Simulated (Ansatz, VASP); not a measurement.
# Two plane-wave programs on BN

Contents of POSCAR:

```
BN
1.0
    2.5039917043      0.0000000000      0.0000000000
   -1.2519958522      2.1685204268      0.0000000000
    0.0000000000      0.0000000000      6.6612000000
B N
2 2
Direct
    0.3333333333      0.6666666667      0.2500000000
    0.6666666667      0.3333333333      0.7500000000
    0.1892258598      0.5946129299      0.7500000000
    0.5225591931      0.2612795966      0.2500000000
```

Contents of INCAR.step1:

```
  PREC = Accurate
  ENCUT = 520
  ISMEAR = 0
  SIGMA = 0.05
  LREAL = F
  LASPH = T
  NELM = 80
  NBANDS = 16
  GGA = PE
  ALGO = Normal
  EDIFF = 1E-4
  LWAVE = T
  LCHARG = F
```

The input INCAR.step2:

```
  PREC = Accurate
  ENCUT = 520
  EDIFF = 1E-7
  ISMEAR = 0
  SIGMA = 0.05
  LREAL = F
  LASPH = T
  NELM = 80
  ALGO = Normal
  ISIF = 2
  LWAVE = F
  LCHARG = T
  METAGGA = R2SCAN
  LMIXTAU = T
  LELF = T
  LVHAR = T
  NBANDS = 16
  ISTART = 1
```

File KPOINTS:

```
regular mesh
0
Gamma
  12 12 4
```

Input for Ansatz:

```yaml
crystal:
  lattice:
    - [2.5039917043, 0.0, 0.0]
    - [-1.2519958522, 2.1685204268, 0.0]
    - [0.0, 0.0, 6.6612]
  atoms:
    - { symbol: B, position: [0.3333333333, 0.6666666667, 0.25] }
    - { symbol: B, position: [0.6666666667, 0.3333333333, 0.75] }
    - { symbol: "N", position: [0.1892258598, 0.5946129299, 0.75] }
    - { symbol: "N", position: [0.5225591931, 0.2612795966, 0.25] }
basis:
  ecutwfc: 500
kpoints:
  mp_grid: { grid: [12, 12, 4] }
hamiltonian:
  xc: r2scan
scf:
  occupations: { method: gaussian, width: 0.05 }
output:
  forces: true
  stress: true
  eigenvalues: true
```

Change from the starting cell: all N atoms moved +0.312 Å, as atom 3 towards its neighbour atom 2 (B) at 1.446 Å.

Alike in both runs: task single point; functional r2SCAN; k mesh 12 × 12 × 4; occupations gaussian, width 0.05 eV; no spin polarisation.

```csv
,VASP,Ansatz
version,VASP 6.6.1,Ansatz 0.2.0
potentials or method,"VASP PAW PBE potentials, release 64 (B, N), cutoff 520 eV","scalar-relativistic, plane waves, PAW"
valence electrons in the cell,16,16
```

|  | VASP | Ansatz | Ansatz less VASP |
| --- | --- | --- | --- |
| gap on the k mesh at the Fermi level (eV) | 2.55 | 2.52 | -0.029 |
| least direct gap on the mesh (eV) | 3.76 | 3.77 | +0.005 |
| rms of the force components (eV/Å) | 10.085 | 10.001 | -0.0841 |

VASP's potentials were made for PBE, not for r2SCAN. Atom by atom the forces differ by 0.103 eV/Å (rms over components). The functional is the same, so the differences come from potentials, cutoffs and numerics.
